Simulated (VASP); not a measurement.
Input of a VASP 6.6.1 run:

Contents of INCAR:

```
PREC = Accurate ; ENCUT = 520
EDIFF = 1E-8 ; ISMEAR = 0
SIGMA = 0.01 ; LREAL = False
LASPH = True ; NELM = 80
ALGO = Normal ; ISIF = 2
LWAVE = False ; LCHARG = True
GGA = PS ; IBRION = 8
NSW = 1 ; LEPSILON = True
```

File KPOINTS:

```
Automatic mesh
0
Gamma
  6 6 6
```

The input POSCAR:

```
SnTe
1.0
    0.0000000000      3.1508500000      3.1508500000
    3.1508500000      0.0000000000      3.1508500000
    3.1508500000      3.1508500000      0.0000000000
Te Sn
1 1
Direct
    0.5000000000      0.5000000000      0.5000000000
    0.0000000000      0.0000000000      0.0000000000
```

Potentials or basis: VASP PAW PBE potentials, release 64 (Te, Sn_d).

Command:

```bash
$ cat potpaw_PBE.64/Te/POTCAR potpaw_PBE.64/Sn_d/POTCAR > POTCAR
$ mpirun -np 1 vasp_std > vasp.out
```

Q: Predict the electronic dielectric tensor (diagonal).

A: 200.99.

Q: What does it give for the Born charges (mean of the diagonal)?

A: Te -13.62; Sn +13.62 e.

Q: Predict the most unstable mode.

A: 54i cm⁻¹.

Q: Predict the highest phonon frequency at Γ, LO-TO splitting left out.

A: 0 cm⁻¹.

Born effective charge tensors (e):
atom 1, Te
```
-13.62   0.00   0.00
  0.00 -13.62   0.00
  0.00   0.00 -13.62
```
atom 2, Sn
```
13.62  0.00  0.00
 0.00 13.62  0.00
 0.00  0.00 13.62
```

Caveat: some modes are imaginary.
